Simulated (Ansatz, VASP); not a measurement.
**In: VASP beside Ansatz**

```
In
1.0
     0.00000    2.47114    2.47114
     2.47114    0.00000    2.47114
     2.47114    2.47114    0.00000
In
1
Cartesian
  0.0000 0.0000 0.0000
```

Alike in both runs: task single point; functional PBE; k mesh 6 × 6 × 6; occupations gaussian, width 0.1 eV; no spin polarisation.

```csv
,VASP,Ansatz
version,VASP 6.6.1,Ansatz 0.2.0
potentials or method,"VASP PAW PBE potentials, release 64 (In_d), cutoff 500 eV","scalar-relativistic, plane waves, PAW"
valence electrons in the cell,13,13
```

```csv
,VASP,Ansatz,Ansatz less VASP
gap on the k mesh at the Fermi level (eV),none,none,-
pressure (GPa),-3.4,-3.4,+0.02
```

A gap of «none» marks a metal or a gap that the smearing closes.

The k mesh is coarse, so the values compare programs but aren't converged.
